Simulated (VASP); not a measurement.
## BN: single point with PBE

The system is BN.

```xyz
2
Lattice="1.2907 0.7452 3.5473 -1.2907 0.7452 3.5473 0.0000 -1.4903 3.5473" Properties=species:S:1:pos:R:3 pbc="T T T"
B     0.0000    0.0000   10.6378
N     0.0000    0.0000    3.5417
```

This cell differs from its parent crystal: volume changed by +10%.

```yaml
Program: VASP 6.6.1
Task: single point
Functional: PBE
Potentials_or_basis: VASP PAW PBE potentials, release 64 (B, N)
Cutoff: 600 eV
k_mesh: 6 × 6 × 6
Occupations: gaussian, width 0.01 eV
Spin: no spin polarisation
Dipole_correction: no
Further_INCAR_settings: ALGO = Normal; EDIFF = 1e-06; NBANDS = 11
```

```yaml
Pressure: -15.8 GPa
Band_gap_on_the_k_mesh: 4.19 eV, indirect (least direct gap 4.45 eV)
```

Stress tensor (GPa, compression positive):
```
-24.16   0.00   0.00
  0.00 -24.16   0.00
  0.00   0.00   0.96
```

Levels at points of the mesh, in eV from the valence-band top:
```csv
k point,band 2,band 3,band 4,band 5,band 6,band 7
"(0.00, 0.00, 0.00)",-3.94,-1.40,-1.40,4.88,10.90,10.90
"(0.50, 0.00, 0.00)",-8.56,-3.95,-0.59,5.00,8.94,12.42
"(0.50, 0.50, 0.00)",-8.47,-3.99,-1.03,4.19,8.96,13.45
"(0.50, 0.50, 0.50)",-5.51,-1.41,-1.41,9.28,10.47,10.85
```

Wall time 9.8 s on 1 thread of AMD EPYC 9R14 (Zen 4) (shared host), peak memory 0.13 GiB.

Caveat: the k points lie up to 0.48 Å⁻¹ apart. A k mesh can miss the band edges.
